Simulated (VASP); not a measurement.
Crystal: Te.

```
Te
1.0
     4.69868    0.00000    0.00000
    -2.34934    4.06918    0.00000
     0.00000    0.00000    5.33081
Te
3
Cartesian
  1.0591 0.0000 4.4423
  -0.5295 0.9172 0.8885
  1.8198 3.1520 2.6654
```

| Property | Result |
| --- | --- |
| Program | VASP 6.6.1 |
| Task | relaxation of cell and atoms |
| Functional | PBE |
| Potentials or basis | VASP PAW PBE potentials, release 64 (Te) |
| Cutoff | 600 eV |
| k mesh | 6 × 6 × 4 |
| Occupations | gaussian, width 0.05 eV |
| Spin | no spin polarisation |

At the start: pressure 14.2 GPa; volume 33.97 Å³/atom.

How do energy, volume and symmetry change on relaxing?

Over 23 steps the energy falls by 387.9 meV/atom and the volume is 35.59 Å³/atom (+4.8 %); space group P3_121 (No. 152, to 0.05 Å).

Step by step:
```tsv
step	energy change (eV)	largest force (eV/Å)	pressure (GPa)	volume (Å³)
1	0.0000	3.5953	14.23	101.92
2	0.0629	1.2622	-6.33	152.88
3	-1.0841	0.0367	-1.03	121.88
4	-1.0891	0.0663	-0.60	120.78
5	-1.0899	0.1315	-0.31	120.12
6	-1.0977	0.1469	-0.25	118.96
7	-1.1185	0.1944	-0.01	115.52
8	-1.1429	0.2899	0.77	108.68
9	-1.1427	0.3241	1.23	105.89
10	-1.1460	0.2946	1.10	105.71
11	-1.1528	0.2133	0.77	105.14
12	-1.1532	0.0760	0.20	103.98
13	-1.1549	0.1343	0.44	104.50
14	-1.1564	0.1216	0.35	104.85
15	-1.1598	0.0845	0.06	105.91
16	-1.1605	0.0077	-0.47	108.03
17	-1.1611	0.0396	-0.26	107.17
18	-1.1621	0.0452	-0.16	107.06
19	-1.1629	0.0548	-0.01	106.90
20	-1.1630	0.0581	0.04	106.84
21	-1.1633	0.0440	-0.02	106.89
22	-1.1635	0.0134	-0.15	107.01
23	-1.1638	0.0139	-0.09	106.78
```

Final structure:
```xyz
3
Lattice="4.5594 0.0000 0.0000 -2.2797 3.9486 0.0000 0.0000 0.0000 5.9314" Properties=species:S:1:pos:R:3 pbc="T T T"
Te    1.2095    0.0000    4.9428
Te   -0.6048    1.0475    0.9886
Te    1.6750    2.9011    2.9657
```
